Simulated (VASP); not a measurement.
## MnSb: single point with PBE

MnSb:

```xyz
2
Lattice="0.0000 2.7950 2.7950 2.7950 0.0000 2.7950 2.7950 2.7950 0.0000" Properties=species:S:1:pos:R:3 pbc="T T T"
Mn    0.0000    0.0000    0.0000
Sb    2.7950    2.7950    2.7950
```

```
Program             : VASP 6.6.1
Task                : single point
Functional          : PBE
Potentials or basis : VASP PAW PBE potentials, release 64 (Mn_pv, Sb)
Cutoff              : 520 eV
k mesh              : 12 × 12 × 12
Occupations         : fermi-dirac, width 0.08 eV
Spin                : collinear spin, ferromagnetic start
Starting moments    : [5.76, 0.0] μB
Fixed moment        : 5.76 μB
```

The pressure is 14.0 GPa, the net moment is 5.76 μB per cell and the site moments are Mn +4.40; Sb +0.41 μB. The valence electrons inside the program's atomic spheres are Mn 11.41; Sb 2.52.

Run time: 3 min on 1 thread of Intel Xeon 8259CL (shared host), peak memory 0.26 GiB.

Caveat: the cell stands under pressure; the total moment is fixed, so each spin has its own Fermi level and the state may be an excited one; a cell with one magnetic atom can't hold antiferromagnetic order, which such compounds often take.
